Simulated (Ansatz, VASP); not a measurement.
## Two plane-wave programs on Se

INCAR

```
  ALGO = Normal
  EDIFF = 1E-7
  ENCUT = 520
  GGA = RE
  ISIF = 2
  ISMEAR = -1
  LASPH = T
  LCHARG = T
  LELF = T
  LREAL = F
  LVHAR = T
  LWAVE = F
  NBANDS = 9
  NELM = 60
  PREC = Accurate
  SIGMA = 0.1
```

File KPOINTS:

```
k-points
0
Gamma
  12 12 12
```

POSCAR

```
Se
1.0
    2.7295709718      0.0000000000      0.0000000000
    0.0000000000      2.7295709718      0.0000000000
    0.0000000000      0.0000000000      2.7295709718
Se
1
Direct
    0.0000000000      0.0000000000      0.0000000000
```

Input for Ansatz:

```yaml
crystal:
  lattice:
    - [2.7295709718, 0.0, 0.0]
    - [0.0, 2.7295709718, 0.0]
    - [0.0, 0.0, 2.7295709718]
  atoms:
    - { symbol: Se, position: [0.0, 0.0, 0.0] }
hamiltonian:
  xc: revpbe
  pseudopotentials:
    kind: paw
    azcp:
      Se: "pseudopotentials/Se.paw.azcp"
basis:
  ecutwfc: 420
  fft_grid_basis: typed
kpoints:
  mp_grid: { grid: [12, 12, 12], shift: [0, 0, 0] }
magnetization:
  spin_polarized: false
scf:
  occupations: { method: fermi_dirac, width: 0.1 }
  lower_state_search: "off"
output:
  stress: true
  write_density: true
  write_potential: true
  elf: true
  volumetric_format: npy
```

Alike in both runs: task single point; functional revPBE; k mesh 12 × 12 × 12; occupations fermi-dirac, width 0.1 eV; no spin polarisation.

|  | VASP | Ansatz |
| --- | --- | --- |
| version | VASP 6.6.1 | Ansatz 0.2.0 |
| potentials or method | VASP PAW PBE potentials, release 64 (Se), cutoff 520 eV | plane waves (420 eV) with PAW, scalar-relativistic |
| valence electrons in the cell | 6 | 16 |

|  | VASP | Ansatz | Ansatz less VASP |
| --- | --- | --- | --- |
| pressure (GPa) | 11.5 | 11.5 | -0.04 |

VASP's potentials were made for PBE, not for revPBE. VASP's potentials hold 6 valence electrons a cell and Ansatz's 16, so a difference there can come from the potentials and not from the codes.
